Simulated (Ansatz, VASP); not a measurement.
**TaN: VASP beside Ansatz**

File INCAR:

```
SYSTEM = TaN
  ALGO = Normal
  EDIFF = 1E-6
  ENCUT = 600
  GGA = PS
  GGA_COMPAT = .False.
  ISIF = 2
  ISMEAR = 0
  LASPH = .True.
  LCHARG = .True.
  LELF = .True.
  LREAL = .False.
  LVHAR = .True.
  LWAVE = .False.
  NBANDS = 16
  NELM = 120
  PREC = Accurate
  SIGMA = 0.1
```

The input KPOINTS:

```
k-points
0
Gamma
  16 16 16
  0 0 0
```

POSCAR

```
TaN
1.0
    0.0000000000      2.1657437489      2.1657437489
    2.1657437489      0.0000000000      2.1657437489
    2.1657437489      2.1657437489      0.0000000000
Ta N
1 1
Direct
    0.5000000000      0.5000000000      0.5000000000
    0.0000000000      0.0000000000      0.0000000000
```

Input for Ansatz:

```yaml
crystal:
  lattice:
    - [0.0, 2.1657437489, 2.1657437489]
    - [2.1657437489, 0.0, 2.1657437489]
    - [2.1657437489, 2.1657437489, 0.0]
  atoms:
    - { symbol: Ta, position: [0.5, 0.5, 0.5] }
    - { symbol: "N", position: [0.0, 0.0, 0.0] }
basis:
  ecutwfc: 420
kpoints:
  mp_grid: { grid: [16, 16, 16] }
hamiltonian:
  xc: pbesol
scf:
  occupations: { method: gaussian, width: 0.1 }
output:
  forces: true
  stress: true
  eigenvalues: true
```

Alike in both runs: task single point; functional PBEsol; k mesh 16 × 16 × 16; occupations gaussian, width 0.1 eV; no spin polarisation.

|  | VASP | Ansatz |
| --- | --- | --- |
| version | VASP 6.6.1 | Ansatz 0.2.0 |
| potentials or method | VASP PAW PBE potentials, release 64 (Ta_sv_GW, N), cutoff 600 eV | scalar-relativistic, plane waves, PAW |
| valence electrons in the cell | 18 | 18 |

|  | VASP | Ansatz | Ansatz less VASP |
| --- | --- | --- | --- |
| gap on the k mesh at the Fermi level (eV) | none | none | - |
| pressure (GPa) | 11.8 | 11.7 | -0.18 |

VASP's potentials were made for PBE, not for PBEsol. A gap of «none» marks a metal or a gap that the smearing closes.

Spin-orbit coupling is off throughout.
